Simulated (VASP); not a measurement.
A run of VASP 6.6.1:

Contents of INCAR:

```
SYSTEM = HfIn4SiO6
PREC = Accurate
ENCUT = 520
EDIFF = 1E-6
ISMEAR = -1
SIGMA = 0.05
LREAL = .False.
LASPH = .True.
NELM = 80
ALGO = Normal
ISIF = 2
LWAVE = .False.
LCHARG = .False.
GGA = PE
NBANDS = 63
```

File KPOINTS:

```
Automatic mesh
0
Gamma
  4 4 3
  0 0 0
```

File POSCAR:

```
HfIn4SiO6
1.0
    2.6556826579     -4.5969862283      0.0050765862
    2.6556826579      4.5969862283      0.0050765862
   -1.8451175799      0.0000000000      6.9879589864
Hf In Si O
1 4 1 6
Direct
    0.7883101492      0.2116898508      0.0000000000
    0.6206032598      0.3793967402      0.5000000000
    0.4549787534      0.5450212466      0.0000000000
    0.2858848870      0.7141151130      0.5000000000
    0.9574008298      0.0425991702      0.5000000000
    0.1216625484      0.8783374516      0.0000000000
    0.0586857546      0.1091288505      0.8582635932
    0.8908711495      0.9413142454      0.1417364068
    0.7931601376      0.5358770871      0.8582846468
    0.4641229129      0.2068398624      0.1417153532
    0.1567018620      0.6335422443      0.1415768008
    0.3664577557      0.8432981380      0.8584231992
```

Potentials or basis: VASP PAW PBE potentials, release 64 (Hf_pv, In_d, Si, O).

Run with:

```console
$ cat potpaw_PBE.64/Hf_pv/POTCAR potpaw_PBE.64/In_d/POTCAR potpaw_PBE.64/Si/POTCAR potpaw_PBE.64/O/POTCAR > POTCAR
$ mpirun -np 1 vasp_std > vasp.out
```

Hardware: 1 thread of Intel Xeon 8259CL, on a shared host.

Task: Estimate the wall time of this run.

Result: Wall time 4.9 min on 1 thread of Intel Xeon 8259CL, on a shared host, peak memory 0.38 GiB. Counts: scf iterations 15, k points 17.
